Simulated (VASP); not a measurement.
A run of VASP 6.6.1 is set up as follows.

The input INCAR:

```
  PREC = Accurate
  ENCUT = 520
  EDIFF = 1E-6
  ISMEAR = 0
  SIGMA = 0.15
  LREAL = False
  LASPH = True
  NELM = 80
  ALGO = Fast
  ISIF = 2
  LWAVE = False
  LCHARG = True
  GGA = PE
  LELF = True
  LVHAR = True
  NBANDS = 18
```

The input KPOINTS:

```
regular mesh
0
Gamma
  18 18 14
```

The input POSCAR:

```
Cu
1.0
    0.0000000000     -1.8075000000     -1.8075000000
    0.0000000000      1.8075000000     -1.8075000000
    3.6150000000      0.0000000000      0.0000000000
Cu
2
Direct
    0.5000000000      0.5000000000      0.5518672199
    0.0000000000      0.0000000000     -0.0518672199
```

Potentials or basis: VASP PAW PBE potentials, release 64 (Cu).

The run is started by

```bash
$ cat potpaw_PBE.64/Cu/POTCAR > POTCAR
$ mpirun -np 1 vasp_std > vasp.out
```

Problem. What does it give for the pressure?

Solution. 16.0 GPa.

Problem. Estimate the band gap on the k mesh.

Solution. Zero (band 11 reaches 12.57 eV, above the bottom of band 12 at 5.94 eV).

Problem. Estimate the largest force.

Solution. 2.902 eV/Å.

Forces in eV/Å, atoms in the order of the input:
```
Cu  -2.902  0.000  0.000
Cu   2.902  0.000  0.000
```

Caveat: the cell differs from its parent crystal (mode 6 (244.6 1/cm) frozen in, largest displacement +0.188 Å); forces of over 1 eV/Å act on the atoms, so gaps and moduli don't describe the material at rest.
